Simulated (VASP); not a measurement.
Ni, 1 atom in the cell. The structure is cubic, space group Fm-3m (No. 225). The conventional cell has a = 3.475 Å, b = 3.475 Å, c = 3.475 Å, α = 90.00°, β = 90.00°, γ = 90.00°. Within 3.2 Å of Ni (site symmetry m-3m) lie 12 Ni at 2.46 Å. 

| Quantity | Value |
| --- | --- |
| Program | VASP 6.6.1 |
| Task | single point |
| Functional | r2SCAN |
| Potentials or basis | VASP PAW PBE potentials, release 64 (Ni_sv_GW) |
| Cutoff | 760 eV |
| k mesh | 13 × 13 × 13 |
| Occupations | fermi-dirac, width 0.05 eV |
| Spin | collinear spin, ferromagnetic start |
| Starting moments | [1.0] μB |
| Dipole correction | no |
| Further INCAR settings | ALGO = Normal; EDIFF = 1e-06; NBANDS = 19 |

Potentials or basis: VASP PAW PBE potentials, release 64 (Ni_sv_GW).

Command:

```console
$ cat potpaw_PBE.64/Ni_sv_GW/POTCAR > POTCAR
$ cp INCAR.step1 INCAR
$ mpirun -np 1 vasp_std > vasp.out
$ cp INCAR.step2 INCAR
$ mpirun -np 1 vasp_std > vasp.out
```

Hardware: 1 thread of Intel(R) Xeon(R) Platinum 8375C CPU @ 2.90GHz (Ice Lake) (shared host).

Q: How long does it take, and how much memory?

A: It took 2.7 min on 1 thread of Intel(R) Xeon(R) Platinum 8375C CPU @ 2.90GHz (Ice Lake) (shared host), peak memory 0.2 GiB. Counts: k points 84.
